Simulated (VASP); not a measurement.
PrAs3Au2:

```
Pr As Au
1.0
     4.25855    0.00000    0.00000
     0.00000    4.25855    0.00000
     0.00000    0.00000    7.64834
Pr As Au
1 3 2
Cartesian
  0.0000 0.0000 4.6684
  2.1293 0.0000 7.5361
  0.0000 2.1293 7.5361
  2.1293 2.1293 3.3255
  2.1293 2.1293 5.8713
  0.0000 0.0000 1.6558
```

The cell was built from a structure type or drawn by symmetry, and may not be a known phase.

- Program: VASP 6.6.1
- Task: relaxation of cell and atoms
- Functional: PBE
- Potentials or basis: VASP PAW PBE potentials, release 64 (Pr_3, As, Au), 4f in core
- Cutoff: 500 eV
- k mesh: 10 × 10 × 6
- Occupations: gaussian, width 0.1 eV
- Spin: no spin polarisation

At the start: pressure 0.2 GPa; volume 23.12 Å³/atom.

Question: Where does the relaxation end?

Answer: Over 18 steps the energy falls by 2.2 meV/atom and the volume is 23.54 Å³/atom (+1.8 %); space group P4mm (No. 99, to 0.1 Å) before and after.

The path:
```csv
step,energy change (eV),largest force (eV/Å),pressure (GPa),volume (Å³)
1,0.0000,0.1911,0.24,138.70
2,-0.0024,0.1014,-0.21,139.41
3,-0.0024,0.1005,-0.22,139.45
4,-0.0039,0.0872,0.00,139.10
5,-0.0043,0.1038,0.17,138.86
6,-0.0058,0.1000,0.14,139.04
7,-0.0091,0.0870,0.06,139.58
8,-0.0097,0.0742,-0.06,140.68
9,-0.0103,0.0680,-0.02,140.22
10,-0.0117,0.0497,0.08,140.38
11,-0.0123,0.0432,0.18,140.52
12,-0.0121,0.0556,-0.39,141.84
13,-0.0127,0.0429,-0.09,141.12
14,-0.0131,0.0131,-0.01,141.18
15,-0.0131,0.0139,-0.01,141.19
16,-0.0132,0.0160,0.01,141.14
17,-0.0132,0.0190,0.02,141.14
18,-0.0133,0.0093,-0.04,141.23
```

Final structure:
```yaml
crystal:
  lattice:
    - [4.27897, 0.00000, 0.00000]
    - [0.00000, 4.27897, 0.00000]
    - [0.00000, 0.00000, 7.71345]
  atoms:
    - { symbol: Pr, position: [0.00000, 0.00000, 0.60139] }
    - { symbol: As, position: [0.50000, 0.00000, 0.98622] }
    - { symbol: As, position: [0.00000, 0.50000, 0.98622] }
    - { symbol: As, position: [0.50000, 0.50000, 0.44560] }
    - { symbol: Au, position: [0.50000, 0.50000, 0.77681] }
    - { symbol: Au, position: [0.00000, 0.00000, 0.20376] }
```
